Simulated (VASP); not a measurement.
# Ce (Fm-3m) in VASP: further runs

The runs below take Ce through single point, with r2SCAN.

Program: VASP 6.6.1. These are calculated values, not measurements. Logs are shortened: lines on timing, memory, paths and dates and some standing lists are left out, and cuts for length are marked.

## Step 1: The cell of the first run

The structure is cubic, space group Fm-3m (No. 225). The conventional cell has a = 4.678 Å, b = 4.678 Å, c = 4.678 Å, α = 90.00°, β = 90.00°, γ = 90.00°. Ce (site symmetry m-3m) has 12 Ce at 3.31 Å within 4.4 Å.

## Step 2: Single point, r2SCAN

POSCAR reads:

```
Ce
1.0
    0.0000000000      2.3390384114      2.3390384114
    2.3390384114      0.0000000000      2.3390384114
    2.3390384114      2.3390384114      0.0000000000
Ce
1
Direct
    0.0000000000      0.0000000000      0.0000000000
```

INCAR.step1 reads:

```
PREC = Accurate
ENCUT = 520
ISMEAR = -1
SIGMA = 0.1
LREAL = F
LASPH = T
NELM = 100
NBANDS = 12
GGA = PE
ALGO = Normal
EDIFF = 1E-4
LWAVE = T
LCHARG = F
```

INCAR.step2 reads:

```
PREC = Accurate
ENCUT = 520
EDIFF = 1E-6
ISMEAR = -1
SIGMA = 0.1
LREAL = F
LASPH = T
NELM = 100
ALGO = Normal
ISIF = 2
LWAVE = F
LCHARG = F
METAGGA = R2SCAN
LMIXTAU = T
NBANDS = 12
ISTART = 1
```

KPOINTS reads:

```
Automatic mesh
0
Gamma
  12 12 12
```

Potentials or basis: VASP PAW PBE potentials, release 64 (Ce).

On the command line:

```sh
$ cat potpaw_PBE.64/Ce/POTCAR > POTCAR
$ cp INCAR.step1 INCAR
$ mpirun -np 1 vasp_std > vasp.out
$ cp INCAR.step2 INCAR
$ mpirun -np 1 vasp_std > vasp.out
```

OUTCAR:

```text
PREC = Accurate
   ENCUT = 520
   EDIFF = 1E-6
   ISMEAR = -1
   LREAL = F
   LASPH = T
   NELM = 100
   ISIF = 2
   METAGGA = R2SCAN
   ISTART = 1

 ion  position               nearest neighbor table
   1  0.000  0.000  0.000-

  LATTYP: Found a face centered cubic cell.
 ALAT       =     4.6780768228

  Lattice vectors:

 A1 = (   0.0000000000,   2.3390384114,   2.3390384114)
 A2 = (   2.3390384114,   0.0000000000,   2.3390384114)
 A3 = (   2.3390384114,   2.3390384114,   0.0000000000)

Analysis of symmetry for initial positions (statically):
=====================================================================
 Subroutine PRICEL returns:
 Original cell was already a primitive cell.

 Routine SETGRP: Setting up the symmetry group for a
 face centered cubic supercell.

 Subroutine GETGRP returns: Found 48 space group operations
 (whereof 48 operations were pure point group operations)
 out of a pool of 48 trial point group operations.

The static configuration has the point symmetry O_h .

Analysis of symmetry for dynamics (positions and initial velocities):
=====================================================================
 Subroutine PRICEL returns:
 Original cell was already a primitive cell.

 Routine SETGRP: Setting up the symmetry group for a
 face centered cubic supercell.

 Subroutine GETGRP returns: Found 48 space group operations
 (whereof 48 operations were pure point group operations)
 out of a pool of 48 trial point group operations.

The dynamic configuration has the point symmetry O_h .

 Subroutine INISYM returns: Found 48 space group operations
 (whereof 48 operations are pure point group operations),
 and found     1 'primitive' translations

----------------------------------------------------------------------------------------

                                     Primitive cell

  volume of cell :      25.5942

  direct lattice vectors                    reciprocal lattice vectors
     0.000000000  2.339038411  2.339038411    -0.213763056  0.213763056  0.213763056
     2.339038411  0.000000000  2.339038411     0.213763056 -0.213763056  0.213763056
     2.339038411  2.339038411  0.000000000     0.213763056  0.213763056 -0.213763056

  length of vectors
     3.307899844  3.307899844  3.307899844     0.370248475  0.370248475  0.370248475

  position of ions in fractional coordinates (direct lattice)
     0.000000000  0.000000000  0.000000000

  ion indices of the primitive-cell ions
   primitive index   ion index
                 1           1

----------------------------------------------------------------------------------------

 KPOINTS: Automatic mesh

Automatic generation of k-mesh.
 Grid dimensions read from file:
 generate k-points for:   12   12   12

 Generating k-lattice:

  Cartesian coordinates                     Fractional coordinates (reciprocal lattice)
    -0.017813588  0.017813588  0.017813588     0.083333333  0.000000000  0.000000000
     0.017813588 -0.017813588  0.017813588     0.000000000  0.083333333  0.000000000
     0.017813588  0.017813588 -0.017813588     0.000000000  0.000000000  0.083333333

  Length of vectors
     0.030854040  0.030854040  0.030854040

  Shift w.r.t. Gamma in fractional coordinates (k-lattice)
     0.000000000  0.000000000  0.000000000

 Subroutine IBZKPT returns following result:
 ===========================================

 Found     72 irreducible k-points:

 Following reciprocal coordinates:
            Coordinates               Weight
  0.000000  0.000000  0.000000      1.000000
  0.083333  0.000000  0.000000      8.000000
  0.166667  0.000000  0.000000      8.000000
  0.250000  0.000000  0.000000      8.000000
  0.333333  0.000000  0.000000      8.000000
  0.416667  0.000000  0.000000      8.000000
[... 16 lines left out ...]
  0.500000  0.166667  0.000000     24.000000
 -0.416667  0.166667  0.000000     24.000000
 [... further k-points ...]
   k-points           NKPTS =     72   k-points in BZ     NKDIM =     72   number of bands    NBANDS=     12
   number of dos      NEDOS =    301   number of ions     NIONS =      1
   total plane-waves  NPLWV =  21952
   dimension x,y,z NGX =    28 NGY =   28 NGZ =   28
   dimension x,y,z NGXF=    56 NGYF=   56 NGZF=   56
   ions per type =               1
   NGX,Y,Z   is equivalent  to a cutoff of  14.07, 14.07, 14.07 a.u.
   NGXF,Y,Z  is equivalent  to a cutoff of  28.14, 28.14, 28.14 a.u.
 SYSTEM =  unknown system
   PREC   = accura    normal or accurate (medium, high low for compatibility)
   ISTART =      1    job   : 0-new  1-cont  2-samecut
   ICHARG =      0    charge: 1-file 2-atom 10-const
   ISPIN  =      1    spin polarized calculation?
   LNONCOLLINEAR =      F non collinear calculations
   LSORBIT =      F    spin-orbit coupling
   LASPH  =      T    aspherical Exc in radial PAW
   ENCUT  =  520.0 eV  38.22 Ry    6.18 a.u.   6.15  6.15  6.15*2*pi/ulx,y,z
   NELM   =    100;   NELMIN=  2; NELMDL=  0     # of ELM steps
   EDIFF  = 0.1E-05   stopping-criterion for ELM
   LREAL  =      F    real-space projection
   EDIFFG = 0.1E-04   stopping-criterion for IOM
   NSW    =      0    number of steps for IOM
   IBRION =     -1    ionic relax: 0-MD 1-quasi-New 2-CG
   NFREE  =      0    steps in history (QN), initial steepest desc. (CG)
   ISIF   =      2    stress and relaxation
   ISYM   =      2    0-nonsym 1-usesym 2-fastsym
   POTIM  = 0.5000    time-step for ionic-motion
   TEBEG  =    0.0;   TEEND  =   0.0 temperature during run
   PSTRESS=    0.0 pullay stress
   NELECT =      12.0000    total number of electrons
   NUPDOWN=      -1.0000    fix difference up-down
   EMIN   =  10.00;   EMAX   =-10.00  energy-range for DOS
   EFERMI =   0.00;   METHOD = LEGACY
   ISMEAR =    -1;   SIGMA  =   0.10  broadening in eV -4-tet -1-fermi 0-gaus
   EFERMI_NEDOS =   21; number of points for ismear=-14 and -15
   IALGO  =     38    algorithm
   IMIX   =      4    mixing-type and parameters
     AMIX     =   0.40;   BMIX     =  1.00
     AMIX_MAG =   1.60;   BMIX_MAG =  1.00
  volume/ion in A,a.u.               =      25.59       172.72
  Fermi-wavevector in a.u.,A,eV,Ry     =   1.271807  2.403367 22.007331  1.617493
  Thomas-Fermi vector in A             =   2.404720
   LORBIT       =      0    0 simple, 1 ext, 2 COOP (PROOUT), +10 PAW based schemes
   METAGGA = R2SCAN    functional components
   LHFCALC =     F    Hartree Fock is set to
   AEXX    =    0.0000 exact exchange contribution
   IVDW    =     0    specifies the selected vdW correction
   LEPSILON=     F    determine dielectric tensor
   LRPA    =     F    only Hartree local field effects (RPA)
 non-spin polarized calculation
  energy-cutoff  :      520.00
  volume of cell :       25.59
 maximum number of plane-waves:       701
 NGX is ok and might be reduce to    28
   NGX = 13   NGY = 13   NGZ = 13

 number of electron      12.0000000 magnetization

 Free energy of the ion-electron system (eV)
  ---------------------------------------------------
  ext. energy  EPLUGINS =         0.00000000
  ---------------------------------------------------
  free energy    TOTEN  =       -30.86378851 eV

  energy without entropy =      -30.79859723  energy(sigma->0) =      -30.83119287

 E-fermi :   9.9817     XC(G=0): -12.3097

 val. band max:        9.9789302957   @ k =  -0.2500   0.3333   0.0833
 cond. band min:      10.0005853930   @ k =   0.2500   0.0000   0.0000
 fundamental gap:      0.0216550973
 Fermi energy:         9.9817087984

 k-point     1 :       0.0000    0.0000    0.0000
  band No.  band energies     occupation
      1     -26.2181      2.00000
      2      -6.7161      2.00000
      3      -6.7161      2.00000
      4      -6.7161      2.00000
      5       7.1345      2.00000
      6       9.6301      1.94228
      7      10.4162      0.02561
      8      10.4162      0.02561
      9      10.4162      0.02561
     10      11.3961      0.00000
     11      11.3961      0.00000
     12      11.3961      0.00000

 k-point     2 :       0.0833    0.0000    0.0000
  band No.  band energies     occupation
      1     -26.1784      2.00000
      2      -6.9764      2.00000
      3      -6.7441      2.00000
      4      -6.7441      2.00000
      5       7.4687      2.00000
      6       9.5338      1.97757
      7      10.3829      0.03557
      8      10.4282      0.02276
      9      10.4282      0.02276
     10      11.1738      0.00001
     11      11.1738      0.00001
     12      11.3978      0.00000

 k-point     3 :       0.1667    0.0000    0.0000
  band No.  band energies     occupation
      1     -26.0682      2.00000
      2      -7.6416      2.00000
      3      -6.8195      2.00000
      4      -6.8195      2.00000
      5       8.1431      2.00000
      6       9.4815      1.98664
      7      10.2885      0.08890
      8      10.4656      0.01571
      9      10.4656      0.01571
     10      10.9567      0.00012
     11      10.9567      0.00012
     12      11.4024      0.00000
[... 286 lines left out ...]
 k-point    23 :       0.5000    0.1667    0.0000
  band No.  band energies     occupation
      1     -25.5287      2.00000
      2      -9.6364      2.00000
      3      -7.6694      2.00000
      4      -7.3118      2.00000
      5       8.4119      2.00000
      6       9.4335      1.99171
      7      10.4500      0.01833
      8      10.6699      0.00205
      9      10.7363      0.00106
     10      10.9117      0.00018
     11      11.0183      0.00006
     12      11.0565      0.00004

 k-point    24 :      -0.4167    0.1667    0.0000
  band No.  band energies     occupation
      1     -25.5168      2.00000
      2      -9.6677      2.00000
      3      -7.7823      2.00000
      4      -7.2385      2.00000
      5       8.5813      2.00000
      6       9.3514      1.99634
      7      10.5753      0.00527
      8      10.6484      0.00254
      9      10.7320      0.00110
     10      10.8824      0.00025
     11      11.0937      0.00003
     12      11.1043      0.00003

 [... further k-points ...]

------------------------ aborting loop because EDIFF is reached ----------------------------------------

  FORCE on cell =-STRESS in cart. coord.  units (eV):
  Direction    XX          YY          ZZ          XY          YZ          ZX
  --------------------------------------------------------------------------------------
  -------------------------------------------------------------------------------------
  Total       -0.0628446     -0.0628446     -0.0628446     -0.0000000     -0.0000000      0.0000000
  in kB       -3.9340176     -3.9340176     -3.9340176     -0.0000000     -0.0000000      0.0000000
  external PRESSURE =      -3.9340176 kB  Pullay stress =       0.0000000 kB

 VOLUME and BASIS-vectors are now :
 -----------------------------------------------------------------------------
  energy-cutoff  :      520.00
  volume of cell :       25.59
      direct lattice vectors                 reciprocal lattice vectors
     0.000000000  2.339038411  2.339038411    -0.213763056  0.213763056  0.213763056
     2.339038411  0.000000000  2.339038411     0.213763056 -0.213763056  0.213763056
     2.339038411  2.339038411  0.000000000     0.213763056  0.213763056 -0.213763056

 POSITION                                       TOTAL-FORCE (eV/Angst)
 -----------------------------------------------------------------------------------
      0.00000      0.00000      0.00000         0.000000     -0.000000     -0.000000
 -----------------------------------------------------------------------------------
    total drift:                                0.000000     -0.000000     -0.000000

  FREE ENERGIE OF THE ION-ELECTRON SYSTEM (eV)
  ---------------------------------------------------
  free  energy   TOTEN  =       -30.8637885128 eV

  energy  without entropy=      -30.7985972296  energy(sigma->0) =      -30.83119287
```

It took 2.2 min on 1 thread of Intel Xeon Platinum 8259CL at 2.50GHz (Skylake/Cascade Lake), shared host; peak memory 0.19 GiB.

Results:

```yaml
Free_energy: -30.8638 eV
Pressure: -0.4 GPa
Band_gap_on_the_k_mesh: zero (band 6 reaches 10.40 eV, above the bottom of band 7 at 9.87 eV)
```

Caveat: the PAW data sets were made with another functional, which shifts forces and pressure a little; spin-orbit coupling is left out, which moves the levels of the heavy elements. Spin polarisation is off, so any magnetic state and its effect on volume and gap are missing.

(Part 1 of 2 ends here.)
